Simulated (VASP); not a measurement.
# BN (I-42d) in VASP: notebook

BN is run at these levels: PBE; tasks: single point, relaxation of cell and atoms.

Everything below comes from runs of VASP 6.6.1. Logs are shortened: lines on timing, memory, paths and dates and some standing lists are left out, and cuts for length are marked.

**1. The cell of the first run**

Symmetry: I-42d, No. 122, tetragonal system. The conventional cell has a = 6.033 Å, b = 6.033 Å, c = 3.879 Å, α = 90.00°, β = 90.00°, γ = 90.00°. B (site symmetry 2) has 3 N at 1.41 to 1.49 Å within 1.9 Å. Within 1.9 Å of N (site symmetry 2) lie 3 B at 1.41 to 1.49 Å.

The cell was built from a structure type or drawn by symmetry, and may not be a known phase.

**2. Single point, PBE**

INCAR

```
ALGO = Normal
EDIFF = 1E-6
ENCUT = 520
GGA = PE
ISIF = 2
ISMEAR = 0
LASPH = True
LCHARG = False
LREAL = False
LWAVE = False
NBANDS = 26
NELM = 100
PREC = Accurate
SIGMA = 0.02
```

KPOINTS

```
k-points
0
Gamma
  8 8 8
```

POSCAR

```
BN
1.0
   -3.0163856422      3.0163856422      1.9393622870
    3.0163856422     -3.0163856422      1.9393622870
    3.0163856422      3.0163856422     -1.9393622870
B N
4 4
Direct
    0.8750000000      0.5064443831      0.1314443831
    0.3750000000      0.7435556169      0.8685556169
    0.4935556169      0.6250000000      0.3685556169
    0.2564443831      0.1250000000      0.6314443831
    0.8750000000      0.7397314239      0.3647314239
    0.3750000000      0.5102685761      0.6352685761
    0.2602685761      0.6250000000      0.1352685761
    0.4897314239      0.1250000000      0.8647314239
```

Potentials or basis: VASP PAW PBE potentials, release 64 (B, N).

On the command line:

```sh
$ cat potpaw_PBE.64/B/POTCAR potpaw_PBE.64/N/POTCAR > POTCAR
$ mpirun -np 1 vasp_std > vasp.out
```

OUTCAR:

```text
EDIFF = 1E-6
   ENCUT = 520
   GGA = PE
   ISIF = 2
   ISMEAR = 0
   LASPH = True
   LREAL = False
   NELM = 100
   PREC = Accurate

 ion  position               nearest neighbor table
   1  0.875  0.506  0.131-   5 1.41   8 1.49   7 1.49
   2  0.375  0.744  0.869-   6 1.41   7 1.49   8 1.49
   3  0.494  0.625  0.369-   7 1.41   6 1.49   5 1.49
   4  0.256  0.125  0.631-   8 1.41   5 1.49   6 1.49
   5  0.875  0.740  0.365-   1 1.41   3 1.49   4 1.49
   6  0.375  0.510  0.635-   2 1.41   3 1.49   4 1.49
   7  0.260  0.625  0.135-   3 1.41   2 1.49   1 1.49
   8  0.490  0.125  0.865-   4 1.41   2 1.49   1 1.49

  LATTYP: Found a body centered tetragonal cell.
 ALAT       =     6.0327712844
 C/A-ratio  =     0.6429424208

  Lattice vectors:

 A1 = (  -3.0163856422,   3.0163856422,   1.9393622870)
 A2 = (   3.0163856422,  -3.0163856422,   1.9393622870)
 A3 = (   3.0163856422,   3.0163856422,  -1.9393622870)

Analysis of symmetry for initial positions (statically):
=====================================================================
 Subroutine PRICEL returns:
 Original cell was already a primitive cell.

 Routine SETGRP: Setting up the symmetry group for a
 body centered tetragonal supercell.

 Subroutine GETGRP returns: Found  8 space group operations
 (whereof  4 operations were pure point group operations)
 out of a pool of 16 trial point group operations.

The static configuration has the point symmetry S_4 .
 The point group associated with its full space group is D_2d.

Analysis of symmetry for dynamics (positions and initial velocities):
=====================================================================
 Subroutine PRICEL returns:
 Original cell was already a primitive cell.

 Routine SETGRP: Setting up the symmetry group for a
 body centered tetragonal supercell.

 Subroutine GETGRP returns: Found  8 space group operations
 (whereof  4 operations were pure point group operations)
 out of a pool of 16 trial point group operations.

The dynamic configuration has the point symmetry S_4 .
 The point group associated with its full space group is D_2d.

 Subroutine INISYM returns: Found  8 space group operations
 (whereof  4 operations are pure point group operations),
 and found     1 'primitive' translations

[... 107 lines left out ...]
   LREAL  =      F    real-space projection
   EDIFFG = 0.1E-04   stopping-criterion for IOM
   NSW    =      0    number of steps for IOM
   IBRION =     -1    ionic relax: 0-MD 1-quasi-New 2-CG
   NFREE  =      0    steps in history (QN), initial steepest desc. (CG)
   ISIF   =      2    stress and relaxation
   ISYM   =      2    0-nonsym 1-usesym 2-fastsym
   POTIM  = 0.5000    time-step for ionic-motion
   TEBEG  =    0.0;   TEEND  =   0.0 temperature during run
   PSTRESS=    0.0 pullay stress
   NELECT =      32.0000    total number of electrons
   NUPDOWN=      -1.0000    fix difference up-down
   EMIN   =  10.00;   EMAX   =-10.00  energy-range for DOS
   EFERMI =   0.00;   METHOD = LEGACY
   ISMEAR =     0;   SIGMA  =   0.02  broadening in eV -4-tet -1-fermi 0-gaus
   EFERMI_NEDOS =   21; number of points for ismear=-14 and -15
   IALGO  =     38    algorithm
   IMIX   =      4    mixing-type and parameters
     AMIX     =   0.40;   BMIX     =  1.00
     AMIX_MAG =   1.60;   BMIX_MAG =  1.00
  volume/ion in A,a.u.               =       8.82        59.54
  Fermi-wavevector in a.u.,A,eV,Ry     =   1.257652  2.376618 21.520191  1.581689
  Thomas-Fermi vector in A             =   2.391301
   LORBIT       =      0    0 simple, 1 ext, 2 COOP (PROOUT), +10 PAW based schemes
   GGA     = PE    functional components
   LHFCALC =     F    Hartree Fock is set to
   AEXX    =    0.0000 exact exchange contribution
   IVDW    =     0    specifies the selected vdW correction
   LEPSILON=     F    determine dielectric tensor
   LRPA    =     F    only Hartree local field effects (RPA)
 non-spin polarized calculation
 Gauss-broadening in eV      SIGMA  =   0.02
  energy-cutoff  :      520.00
  volume of cell :       70.58
 maximum number of plane-waves:      1927
   NGX = 17   NGY = 17   NGZ = 17

 number of electron      31.9999999 magnetization

 Free energy of the ion-electron system (eV)
  ---------------------------------------------------
  ext. energy  EPLUGINS =         0.00000000
  ---------------------------------------------------
  free energy    TOTEN  =       -67.64462361 eV

  energy without entropy =      -67.64462361  energy(sigma->0) =      -67.64462361

 E-fermi :   2.6398     XC(G=0): -10.2955

 val. band max:        2.4631843193   @ k =  -0.1250   0.1250   0.1250
 cond. band min:       6.4754838805   @ k =  -0.3750   0.3750   0.0000
 fundamental gap:      4.0122995612
 Fermi energy:         2.6398211973

 k-point     1 :       0.0000    0.0000    0.0000
  band No.  band energies     occupation
      1     -15.0347      2.00000
      2     -12.1646      2.00000
      3     -11.8247      2.00000
      4     -11.8247      2.00000
      5      -4.8519      2.00000
      6      -4.8260      2.00000
[... 685 lines left out ...]
     25      14.6537      0.00000
     26      15.2274      0.00000

 [... further k-points ...]

------------------------ aborting loop because EDIFF is reached ----------------------------------------

  FORCE on cell =-STRESS in cart. coord.  units (eV):
  Direction    XX          YY          ZZ          XY          YZ          ZX
  --------------------------------------------------------------------------------------
  -------------------------------------------------------------------------------------
  Total        0.0201428      0.0201428      0.0166218      0.0000000     -0.0000000      0.0000000
  in kB        0.4572322      0.4572322      0.3773073      0.0000000     -0.0000000      0.0000000
  external PRESSURE =       0.4305906 kB  Pullay stress =       0.0000000 kB

 VOLUME and BASIS-vectors are now :
 -----------------------------------------------------------------------------
  energy-cutoff  :      520.00
  volume of cell :       70.58
      direct lattice vectors                 reciprocal lattice vectors
    -3.016385642  3.016385642  1.939362287     0.000000000  0.165761298  0.257816708
     3.016385642 -3.016385642  1.939362287     0.165761298  0.000000000  0.257816708
     3.016385642  3.016385642 -1.939362287     0.165761298  0.165761298  0.000000000

 POSITION                                       TOTAL-FORCE (eV/Angst)
 -----------------------------------------------------------------------------------
     -0.71522      1.50819      2.42420         0.011871     -0.000000      0.000000
      3.73160      1.50819      0.48484        -0.011871     -0.000000     -0.000000
      1.50819      0.71522      1.45452        -0.000000     -0.011871     -0.000000
      1.50819      2.30117     -0.48484        -0.000000      0.011871      0.000000
      0.69215      1.50819      2.42420        -0.011787      0.000000      0.000000
      2.32424      1.50819      0.48484         0.011787     -0.000000     -0.000000
      1.50819     -0.69215      1.45452        -0.000000      0.011787     -0.000000
      1.50819      3.70853     -0.48484         0.000000     -0.011787      0.000000
 -----------------------------------------------------------------------------------
    total drift:                               -0.000001     -0.000001     -0.000001

  FREE ENERGIE OF THE ION-ELECTRON SYSTEM (eV)
  ---------------------------------------------------
  free  energy   TOTEN  =       -67.6446236127 eV

  energy  without entropy=      -67.6446236127  energy(sigma->0) =      -67.64462361
```

OSZICAR:

```text
N       E                     dE             d eps       ncg     rms          rms(c)
DAV:   1     0.126797546595E+03    0.12680E+03   -0.16189E+04  3068   0.115E+03
DAV:   2    -0.650297958018E+02   -0.19183E+03   -0.17727E+03  3962   0.268E+02
DAV:   3    -0.747033222986E+02   -0.96735E+01   -0.95976E+01  4080   0.607E+01
DAV:   4    -0.748069917618E+02   -0.10367E+00   -0.10357E+00  3838   0.686E+00
DAV:   5    -0.748084874365E+02   -0.14957E-02   -0.14952E-02  3888   0.810E-01    0.161E+01
DAV:   6    -0.682230671267E+02    0.65854E+01   -0.16023E+01  3600   0.227E+01    0.684E+00
DAV:   7    -0.677847947890E+02    0.43827E+00   -0.83804E-01  3890   0.551E+00    0.440E+00
DAV:   8    -0.676482731113E+02    0.13652E+00   -0.40307E-01  3808   0.360E+00    0.545E-01
DAV:   9    -0.676430088705E+02    0.52642E-02   -0.26857E-02  3566   0.109E+00    0.299E-01
DAV:  10    -0.676444009834E+02   -0.13921E-02   -0.22855E-03  3556   0.305E-01    0.649E-02
DAV:  11    -0.676445750544E+02   -0.17407E-03   -0.30820E-04  3726   0.110E-01    0.401E-02
DAV:  12    -0.676446219938E+02   -0.46939E-04   -0.83070E-05  3416   0.557E-02    0.824E-03
DAV:  13    -0.676446234701E+02   -0.14764E-05   -0.86555E-06  3880   0.204E-02    0.268E-03
DAV:  14    -0.676446236127E+02   -0.14256E-06   -0.73429E-07  2418   0.608E-03
   1 F= -.67644624E+02 E0= -.67644624E+02  d E =-.117400E-37
```

stdout:

```text
POSCAR found type information on POSCAR B N
 POSCAR found :  2 types and       8 ions
 scaLAPACK will be used
 LDA part: xc-table for (Slater+PW92), standard interpolation
 POSCAR, INCAR and KPOINTS ok, starting setup
 FFT: planning ... GRIDC
 FFT: planning ... GRID_SOFT
 FFT: planning ... GRID
 WAVECAR not read
 entering main loop
```

Wall time 44 s (1 thread of Intel Xeon 6975P-C (Granite Rapids), shared host); peak memory 0.24 GiB.

Results:

* Free energy: -67.6446 eV
* Pressure: 0.0 GPa
* Largest force: 0.012 eV/Å
* Band gap on the k mesh: 4.01 eV (least direct gap 4.13 eV)

Forces on the atoms (eV/Å):
```
B    0.012  0.000  0.000
B   -0.012  0.000  0.000
B    0.000 -0.012  0.000
B    0.000  0.012  0.000
N   -0.012  0.000  0.000
N    0.012  0.000  0.000
N    0.000  0.012  0.000
N    0.000 -0.012  0.000
```

Levels at points of the mesh, in eV from the valence-band top:
| k point | band 12 | band 13 | band 14 | band 15 | band 16 | band 17 | band 18 | band 19 | band 20 | band 21 |
| --- | --- | --- | --- | --- | --- | --- | --- | --- | --- | --- |
| (0.00, 0.00, 0.00) | -2.28 | -1.43 | -1.32 | -1.32 | -0.03 | 4.38 | 4.38 | 5.89 | 5.96 | 8.94 |
| (0.50, 0.00, 0.00) | -2.46 | -1.90 | -1.13 | -0.50 | -0.24 | 5.44 | 5.61 | 6.19 | 7.20 | 9.57 |
| (0.50, 0.50, 0.00) | -3.94 | -1.37 | -1.37 | -0.49 | -0.49 | 4.09 | 4.09 | 7.29 | 7.29 | 8.68 |
| (0.50, 0.50, 0.50) | -4.42 | -1.33 | -1.33 | -0.16 | -0.16 | 4.19 | 4.19 | 8.11 | 8.11 | 9.18 |

A k mesh can miss the band edges.

**3. Relaxation of cell and atoms, PBE**

INCAR

```
SYSTEM = BN
PREC     = Accurate       ! precision mode
ENCUT    = 600            ! plane-wave cutoff, eV
EDIFF    = 1E-6           ! SCF threshold, eV
ISMEAR   = 0              ! smearing method
SIGMA    = 0.02           ! smearing width, eV
LREAL    = .FALSE.        ! projectors in reciprocal space
LASPH    = .TRUE.         ! aspherical terms in the spheres
NELM     = 100            ! most SCF steps
ALGO     = Fast           ! electronic algorithm
ISIF     = 3              ! what is computed and relaxed
LWAVE    = .FALSE.        ! write WAVECAR
LCHARG   = .FALSE.        ! write CHGCAR
GGA      = PE             ! functional
IBRION   = 2              ! ionic algorithm
NSW      = 100            ! ionic steps
EDIFFG   = -0.01          ! ionic threshold
```

KPOINTS

```
regular mesh
0
G
  8 8 8
  0 0 0
```

POSCAR

```
BN
1.0
   -3.0130805346      3.0130805346      1.9442587792
    3.0130805346     -3.0130805346      1.9442587792
    3.0130805346      3.0130805346     -1.9442587792
B N
4 4
Direct
    0.8750000000      0.5064798490      0.1314798490
    0.3750000000      0.7435201510      0.8685201510
    0.4935201510      0.6250000000      0.3685201510
    0.2564798490      0.1250000000      0.6314798490
    0.8750000000      0.7399391039      0.3649391039
    0.3750000000      0.5100608961      0.6350608961
    0.2600608961      0.6250000000      0.1350608961
    0.4899391039      0.1250000000      0.8649391039
```

Potentials or basis: VASP PAW PBE potentials, release 64 (B, N).

On the command line:

```sh
$ cat potpaw_PBE.64/B/POTCAR potpaw_PBE.64/N/POTCAR > POTCAR
$ mpirun -np 1 vasp_std > vasp.out
```

Run time: 1.9 min. Hardware: 1 thread of Intel Xeon 6975P-C (Granite Rapids), shared host; peak memory 0.29 GiB.

The run converged. Its results:

| Item | Value |
| --- | --- |
| Free energy | -67.6575 eV |
| Relaxed volume | 8.82 Å³/atom |
| Relaxed cell | a = 4.683 Å, b = 4.683 Å, c = 4.683 Å, α = 99.91°, β = 99.91°, γ = 130.98° |
| Space group after relaxing (to 0.1 Å) | I-42d (No. 122) |
| Energy gained by relaxing | 0.0 meV/atom |
| Ionic steps | 4 |
| Pressure after relaxing | 0.0 GPa |
| Largest force after relaxing | 0.004 eV/Å |
| Band gap on the k mesh | 4.02 eV (least direct gap 4.13 eV) |

Forces in eV/Å, atoms in the order of the input:
```
B    0.003  0.000  0.000
B   -0.003  0.000  0.000
B    0.000 -0.003  0.000
B    0.000  0.003  0.000
N   -0.004  0.000  0.000
N    0.004  0.000  0.000
N    0.000  0.004  0.000
N    0.000 -0.004  0.000
```

Stress tensor (GPa, compression positive):
```
 0.11  0.00  0.00
 0.00  0.11  0.00
 0.00  0.00 -0.08
```

Final structure:
```xyz
8
Lattice="-3.0132 3.0132 1.9427 3.0132 -3.0132 1.9427 3.0132 3.0132 -1.9427" Properties=species:S:1:pos:R:3 pbc="T T T"
B    -0.7146    1.5066    2.4284
B     3.7278    1.5066    0.4857
B     1.5066    0.7146    1.4571
B     1.5066    2.2986   -0.4857
N     0.6923    1.5066    2.4284
N     2.3209    1.5066    0.4857
N     1.5066   -0.6923    1.4571
N     1.5066    3.7055   -0.4857
```

Levels at points of the mesh, in eV from the valence-band top:
```tsv
k point	band 12	band 13	band 14	band 15	band 16	band 17	band 18	band 19	band 20	band 21
(0.00, 0.00, 0.00)	-2.29	-1.43	-1.31	-1.31	-0.03	4.39	4.39	5.89	5.96	8.93
(0.50, 0.00, 0.00)	-2.46	-1.91	-1.13	-0.49	-0.24	5.45	5.61	6.18	7.19	9.56
(0.50, 0.50, 0.00)	-3.95	-1.37	-1.37	-0.49	-0.49	4.10	4.10	7.29	7.29	8.69
(0.50, 0.50, 0.50)	-4.43	-1.33	-1.33	-0.16	-0.16	4.20	4.20	8.11	8.11	9.19
```

A k mesh can miss the band edges.

**4. Single point, PBE**

This run uses another cell than the first one, of the same volume but with other edges.

INCAR

```
SYSTEM = BN
ALGO = Fast
EDIFF = 1E-7
ENCUT = 520
GGA = PE
ISIF = 2
ISMEAR = 0
LASPH = .TRUE.
LCHARG = .FALSE.
LREAL = .FALSE.
LWAVE = .FALSE.
NBANDS = 26
NELM = 100
PREC = Accurate
SIGMA = 0.1
```

KPOINTS

```
k-points
0
G
  4 4 4
  0 0 0
```

POSCAR

```
BN
1.0
    0.0000000000      0.0000000000      3.8787245741
   -3.0163856422      3.0163856422      1.9393622870
   -3.0163856422     -3.0163856422      1.9393622870
B N
4 4
Direct
    0.5064443831      0.3685556169      0.8685556169
    0.7435556169      0.6314443831      0.1314443831
    0.6250000000      0.8685556169      0.6314443831
    0.1250000000      0.1314443831      0.3685556169
    0.7397314239      0.1352685761      0.6352685761
    0.5102685761      0.8647314239      0.3647314239
    0.6250000000      0.6352685761      0.8647314239
    0.1250000000      0.3647314239      0.1352685761
```

On the command line:

```sh
$ cat potpaw_PBE.64/B/POTCAR potpaw_PBE.64/N/POTCAR > POTCAR
$ mpirun -np 1 vasp_std > vasp.out
```

Wall time 14 s (1 thread of Intel Xeon 6975P-C (Granite Rapids), shared host); peak memory 0.18 GiB.

It converged, with:

```yaml
Free_energy: -67.6446 eV
Pressure: 0.0 GPa
Largest_force: 0.012 eV/Å
Band_gap_on_the_k_mesh: 4.09 eV (least direct gap 4.13 eV)
```

Forces on the atoms (eV/Å):
```
B    0.012  0.000  0.000
B   -0.012  0.000  0.000
B    0.000 -0.012  0.000
B    0.000  0.012  0.000
N   -0.012  0.000  0.000
N    0.012  0.000  0.000
N    0.000  0.012  0.000
N    0.000 -0.012  0.000
```

Levels at points of the mesh, in eV from the valence-band top:
```
           k point  band 12  band 13  band 14  band 15  band 16  band 17  band 18  band 19  band 20  band 21
(0.00, 0.00, 0.00)    -2.26    -1.41    -1.30    -1.30    -0.01     4.40     4.40     5.91     5.98     8.96
(0.50, 0.00, 0.00)    -2.44    -1.89    -1.11    -0.48    -0.22     5.46     5.63     6.21     7.22     9.59
(0.00, 0.50, 0.00)    -3.92    -1.35    -1.35    -0.47    -0.47     4.11     4.11     7.31     7.31     8.70
(0.00, 0.50, 0.50)    -4.40    -1.31    -1.31    -0.14    -0.14     4.20     4.20     8.13     8.13     9.20
```

Caveat: the k points lie up to 0.48 Å⁻¹ apart.

**5. The runs side by side**

```tsv
task	cell	k mesh	cutoff (eV)	smearing	gap on the mesh (eV)	pressure (GPa)	largest force (eV/Å)
single point	a = 4.686 Å, angles 99.9, 99.9, 131.1°, 8 atoms	8 × 8 × 8	520	gaussian 0.02 eV	4.01	0.0	0.01
relaxation of cell and atoms	relaxed from a = 4.684 Å, angles 99.9, 99.9, 130.9°, 8 atoms	8 × 8 × 8	600	gaussian 0.02 eV	4.02	0.0	-
single point	a = 3.879, b = 4.686, c = 4.686 Å, angles 80.1, 65.6, 65.6°, 8 atoms	4 × 4 × 4	520	gaussian 0.1 eV	4.09	0.0	0.01
```

Alike in all rows: level PBE; potentials or basis VASP PAW PBE potentials, release 64 (B, N); no spin polarisation.

Caveats: some runs use coarse meshes.

Absolute energies hang on the potentials; compare differences alone.
